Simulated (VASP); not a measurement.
Set up this calculation in VASP 6.6.1, as the native input.

- Task: relaxation of cell and atoms
- Functional: PBE
- Potentials or basis: VASP PAW PBE potentials, release 64 (Ga_d, Se)
- Cutoff: 600 eV
- k mesh: 3 × 3 × 4
- Occupations: gaussian, width 0.1 eV
- Spin: no spin polarisation
- Dipole correction: no
- Further INCAR settings: ALGO = Normal; EDIFF = 1e-06; IBRION = 2; EDIFFG = -0.04; NSW = 90; ISIF = 3

The structure of Ga3Se lies in POSCAR:

```
Ga3Se
1.0
    5.7810197700      0.0000000000      0.0000000000
   -2.8905098800      5.0065099800      0.0000000000
    0.0000000000      0.0000000000      5.9802613500
Ga Se
6 2
Direct
    0.6430399900      0.6430399900      0.7780709900
    0.3569600100      0.3569600100      0.2219290100
    0.0000000000      0.3569600100      0.7780709900
    0.3569600100      0.0000000000      0.7780709900
    0.6430399900      0.0000000000      0.2219290100
    0.0000000000      0.6430399900      0.2219290100
    0.6666666700      0.3333333300      0.0000000000
    0.3333333300      0.6666666700      0.0000000000
```

The cell was generated, and may not be a known phase.

These files were run (other wordings do the same):

INCAR

```
PREC = Accurate
ENCUT = 600
EDIFF = 1E-6
ISMEAR = 0
SIGMA = 0.1
LREAL = F
LASPH = T
NELM = 100
ALGO = Normal
ISIF = 3
LWAVE = F
LCHARG = F
GGA = PE
IBRION = 2
NSW = 90
EDIFFG = -0.04
```

KPOINTS

```
Automatic mesh
0
Gamma
  3 3 4
```

Potentials or basis: VASP PAW PBE potentials, release 64 (Ga_d, Se).

The run is started by

```console
$ cat potpaw_PBE.64/Ga_d/POTCAR potpaw_PBE.64/Se/POTCAR > POTCAR
$ mpirun -np 1 vasp_std > vasp.out
```

It gave:

```json
{"Relaxed volume": "22.34 Å³/atom", "Relaxed cell": "a = 6.144 Å, b = 6.144 Å, c = 5.468 Å, α = 90.00°, β = 90.00°, γ = 120.00°", "Space group after relaxing (to 0.1 Å)": "P-31m (No. 162)", "Energy gained by relaxing": "1093.2 meV/atom", "Ionic steps": "22", "Pressure after relaxing": "0.1 GPa", "Largest force after relaxing": "0.034 eV/Å", "Band gap on the k mesh": "zero (bands 45 and 46 overlap by 0.04 eV)"}
```

Caveat: the k points lie up to 0.39 Å⁻¹ apart in the final cell.

It took 24 min on 1 thread of Intel(R) Xeon(R) Platinum 8488C (Sapphire Rapids), with other jobs on the host, peak memory 0.38 GiB.
